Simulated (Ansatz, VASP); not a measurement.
**CdAu: VASP beside Ansatz**

INCAR

```
SYSTEM = CdAu
PREC = Accurate
ENCUT = 520
EDIFF = 1E-6
ISMEAR = 0
SIGMA = 0.15
LREAL = .FALSE.
LASPH = .TRUE.
NELM = 80
ALGO = Fast
ISIF = 2
LWAVE = .FALSE.
LCHARG = .FALSE.
NBANDS = 18
```

KPOINTS

```
regular mesh
0
G
  21 21 12
  0 0 0
```

The input POSCAR:

```
CdAu
1.0
    3.0903320757      0.0000000000      0.0000000000
   -1.5451660378      2.6763060837      0.0000000000
    0.0000000000      0.0000000000      4.6012820500
Cd Au
1 1
Direct
    0.0000000000      0.0000000000      0.0000000000
    0.3333333333      0.6666666667      0.5000000000
```

Input for Ansatz:

```yaml
crystal:
  lattice:
    - [3.0903320757, 0.0, 0.0]
    - [-1.5451660378, 2.6763060837, 0.0]
    - [0.0, 0.0, 4.60128205]
  atoms:
    - { symbol: Cd, position: [0.0, 0.0, 0.0] }
    - { symbol: Au, position: [0.3333333333, 0.6666666667, 0.5] }
basis:
  ecutwfc: 420
kpoints:
  mp_grid: { grid: [21, 21, 12] }
hamiltonian:
  xc: lda
scf:
  occupations: { method: gaussian, width: 0.15 }
output:
  forces: true
  stress: true
  eigenvalues: true
```

Alike in both runs: task single point; functional LDA; k mesh 21 × 21 × 12; occupations gaussian, width 0.15 eV; no spin polarisation.

```csv
,VASP,Ansatz
version,VASP 6.6.1,Ansatz 0.2.0
potentials or method,"VASP PAW LDA potentials, release 64 (Cd, Au), cutoff 520 eV","scalar-relativistic, plane waves, PAW"
valence electrons in the cell,23,39
```

VASP gave:

```
gap on the k mesh at the Fermi level (eV)                     : none
pressure (GPa)                                                : -6.9
traceless stress, the component that is largest in VASP (GPa) : -0.60
```

Q: Estimate Ansatz's values.

A: gap on the k mesh at the Fermi level (eV): none; pressure (GPa): -7.6; traceless stress, the component that is largest in VASP (GPa): -0.94.

LDA's correlation is that of Perdew and Zunger in VASP and of Perdew and Wang (1992) in Ansatz. A gap of «none» marks a metal or a gap that the smearing closes. VASP's potentials hold 23 valence electrons a cell and Ansatz's 39, so a difference there can come from the potentials and not from the codes.

Neither program's run includes spin-orbit coupling.
